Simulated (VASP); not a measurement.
The system is MnO.

```xyz
8
Lattice="-3.0242 3.0242 3.0242 3.0242 -3.0242 3.0242 3.0242 3.0242 -3.0242" Properties=species:S:1:pos:R:3 pbc="T T T"
Mn    0.9593    0.9593    0.9593
Mn    2.0650    2.0650   -2.0650
Mn    2.0650   -2.0650    2.0650
Mn   -2.0650    2.0650    2.0650
O     2.0650    2.0650    2.0650
O     0.9593    0.9593   -0.9593
O     0.9593   -0.9593    0.9593
O    -0.9593    0.9593    0.9593
```

The cell was generated, and may not be a known phase.

| Property | Result |
| --- | --- |
| Program | VASP 6.6.1 |
| Task | relaxation of cell and atoms |
| Functional | PBE |
| Potentials or basis | VASP PAW PBE potentials, release 64 (Mn_pv, O) |
| Cutoff | 600 eV |
| k mesh | 4 × 4 × 4 |
| Occupations | gaussian, width 0.1 eV |
| Spin | collinear spin, ferromagnetic start |
| Starting moments | [4.0, 4.0, 4.0, 4.0, 0.0, 0.0, 0.0, 0.0] μB |

At the start: pressure 25.3 GPa; volume 13.83 Å³/atom.

Task: Where does the relaxation end?

Result: Over 12 steps the energy falls by 336.6 meV/atom and the volume is 17.18 Å³/atom (+24.2 %); space group I-43m (No. 217, to 0.1 Å) before and after; moment 19.86 μB per cell.

The path:
```
step  energy change (eV)  largest force (eV/Å)  pressure (GPa)  volume (Å³)
   1              0.0000                3.4145           25.28       110.64
   2             -1.4959                2.5811           -3.50       149.39
   3             -2.4128                1.6001            3.48       132.39
   4             -2.4226                1.4996            4.29       131.25
   5             -2.6280                0.0737           -3.31       143.34
   6             -2.6630                0.4031           -1.28       139.60
   7             -2.6868                0.1327            0.37       136.92
   8             -2.6871                0.1084            0.25       137.16
   9             -2.6903                0.0850            0.04       137.41
  10             -2.6917                0.0686           -0.17       137.68
  11             -2.6918                0.0670           -0.16       137.72
  12             -2.6927                0.0071           -0.13       137.44
```

Final structure:
```
Mn O
1.0
    -3.25101    3.25101    3.25101
     3.25101   -3.25101    3.25101
     3.25101    3.25101   -3.25101
Mn O
4 4
Cartesian
  1.0852 1.0852 1.0852
  2.1658 2.1658 -2.1658
  2.1658 -2.1658 2.1658
  -2.1658 2.1658 2.1658
  2.2204 2.2204 2.2204
  1.0306 1.0306 -1.0306
  1.0306 -1.0306 1.0306
  -1.0306 1.0306 1.0306
```

Caveat: the k points lie up to 0.34 Å⁻¹ apart in the final cell; the volume moved by over 15 % at a fixed basis, so the end points are rough; the run started ferromagnetic, and an antiferromagnetic order may lie lower in energy.
